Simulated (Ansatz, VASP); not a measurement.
One calculation of BeGa3, two programs

The input INCAR:

```
SYSTEM = BeGa3
PREC     = Accurate       ! precision mode
ENCUT    = 520            ! plane-wave cutoff, eV
EDIFF    = 1E-6           ! SCF threshold, eV
ISMEAR   = 1              ! smearing method
SIGMA    = 0.051          ! smearing width, eV
LREAL    = .FALSE.        ! projectors in reciprocal space
LASPH    = .TRUE.         ! aspherical terms in the spheres
NELM     = 60             ! most SCF steps
ALGO     = Normal         ! electronic algorithm
ISIF     = 2              ! what is computed and relaxed
LWAVE    = .FALSE.        ! write WAVECAR
LCHARG   = .FALSE.        ! write CHGCAR
GGA      = PE             ! functional
NBANDS   = 28             ! bands
```

The input KPOINTS:

```
regular mesh
0
G
  6 6 6
  0 0 0
```

File POSCAR:

```
BeGa3
1.0
   -2.0436200000      2.0436200000      3.7906850000
    2.0436200000     -2.0436200000      3.7906850000
    2.0436200000      2.0436200000     -3.7906850000
Be Ga
1 3
Direct
    0.0000000000      0.0000000000      0.0000000000
    0.7500000000      0.2500000000      0.5000000000
    0.2500000000      0.7500000000      0.5000000000
    0.5000000000      0.5000000000      0.0000000000
```

Input for Ansatz:

```yaml
crystal:
  lattice:
    - [-2.04362, 2.04362, 3.790685]
    - [2.04362, -2.04362, 3.790685]
    - [2.04362, 2.04362, -3.790685]
  atoms:
    - { symbol: Be, position: [0.0, 0.0, 0.0] }
    - { symbol: Ga, position: [0.75, 0.25, 0.5] }
    - { symbol: Ga, position: [0.25, 0.75, 0.5] }
    - { symbol: Ga, position: [0.5, 0.5, 0.0] }
basis:
  ecutwfc: 420
  ecutrho_ratio: 6
kpoints:
  mp_grid: { grid: [6, 6, 6] }
hamiltonian:
  xc: pbe
scf:
  occupations: { method: cold, width: 0.051 }
output:
  forces: true
  stress: true
  eigenvalues: true
```

Alike in both runs: task single point; functional PBE; k mesh 6 × 6 × 6; no spin polarisation.

```csv
,VASP,Ansatz
version,VASP 6.6.1,Ansatz 0.2.0
potentials or method,"VASP PAW PBE potentials, release 64 (Be, Ga_d), cutoff 520 eV","scalar-relativistic, plane waves, PAW"
occupations,"methfessel-paxton of order 1, width 0.051 eV","cold, width 0.051 eV"
valence electrons in the cell,41,41
```

Ansatz gave:

```
gap on the k mesh at the Fermi level (eV)                     : none
pressure (GPa)                                                : 0.0
traceless stress, the component that is largest in VASP (GPa) : -0.30
```

Estimate VASP's values.

gap on the k mesh at the Fermi level (eV): none; pressure (GPa): 0.1; traceless stress, the component that is largest in VASP (GPa): -0.29.

A gap of «none» marks a metal or a gap that the smearing closes.

The k mesh is coarse, so the values compare programs but aren't converged.
